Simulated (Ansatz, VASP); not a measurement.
## One calculation of KF, two programs

Contents of POSCAR:

```
KF
1.0
    0.0000000000      2.9354014298      2.9354014298
    2.9354014298      0.0000000000      2.9354014298
    2.9354014298      2.9354014298      0.0000000000
K F
1 1
Direct
    0.0000000000      0.0000000000      0.0000000000
    0.2500000000      0.2500000000      0.2500000000
```

File INCAR.step1:

```
ALGO     = Normal         # electronic algorithm
EDIFF    = 1E-5           # SCF threshold, eV
ENCUT    = 520            # plane-wave cutoff, eV
GGA      = PE             # functional
ISIF     = 2              # what is computed and relaxed
ISMEAR   = 0              # smearing method
LASPH    = T              # aspherical terms in the spheres
LREAL    = F              # projectors in reciprocal space
LWAVE    = T              # write WAVECAR
NBANDS   = 15             # bands
NELM     = 100            # most SCF steps
PREC     = Accurate       # precision mode
SIGMA    = 0.01           # smearing width, eV
```

INCAR.step2

```
ALGO     = Normal         # electronic algorithm
EDIFF    = 1E-6           # SCF threshold, eV
ENCUT    = 520            # plane-wave cutoff, eV
GGA      = PE             # functional
HFSCREEN = 0.2079         # screening, 1/A
ISIF     = 2              # what is computed and relaxed
ISMEAR   = 0              # smearing method
ISTART   = 1            
LASPH    = T              # aspherical terms in the spheres
LCHARG   = T              # write CHGCAR
LELF     = T              # ELF
LHFCALC  = T              # exact exchange
LREAL    = F              # projectors in reciprocal space
LVHAR    = T            
LWAVE    = F              # write WAVECAR
NBANDS   = 15             # bands
NELM     = 100            # most SCF steps
PREC     = Accurate       # precision mode
PRECFOCK = Normal       
SIGMA    = 0.01           # smearing width, eV
```

Contents of KPOINTS:

```
k-points
0
Gamma
  4 4 4
```

Input for Ansatz:

```yaml
crystal:
  lattice:
    - [0.0, 2.9354014298, 2.9354014298]
    - [2.9354014298, 0.0, 2.9354014298]
    - [2.9354014298, 2.9354014298, 0.0]
  atoms:
    - { symbol: K, position: [0.0, 0.0, 0.0] }
    - { symbol: F, position: [0.25, 0.25, 0.25] }
kpoints:
  mp_grid: { grid: [4, 4, 4] }
  band_path:
    path:
      - [0.0, 0.0, 0.0]
      - [-0.5, -0.5, 0.0]
      - [-0.375, -0.375, 0.25]
      - [-0.375, 0.0, 0.375]
      - [0.0, 0.0, 0.5]
      - [-0.5, -0.25, 0.25]
      - [0.25, -0.5, -0.25]
    npoints: 1
hamiltonian:
  xc: hse06
scf:
  occupations: { method: fixed }
  n_extra_bands: 4
output:
  forces: true
  stress: true
  eigenvalues: true
```

Alike in both runs: task single point; functional HSE06; k mesh 4 × 4 × 4; no spin polarisation.

```csv
,VASP,Ansatz
version,VASP 6.6.1,Ansatz 0.2.0
potentials or method,"VASP PAW PBE potentials, release 64 (K_sv, F)","plane waves, PAW"
plane-wave cutoff (eV),520,420
occupations,"gaussian, width 0.01 eV",fixed
valence electrons in the cell,16,16
```

|  | VASP | Ansatz | Ansatz less VASP |
| --- | --- | --- | --- |
| gap on the k mesh at the Fermi level (eV) | 7.03 | 7.04 | +0.013 |
| pressure (GPa) | 0.5 | 0.4 | -0.10 |

Ansatz's warnings: stress exchange threshold loose, stress scf threshold loose.

The k mesh is coarse, so the values compare programs but aren't converged.
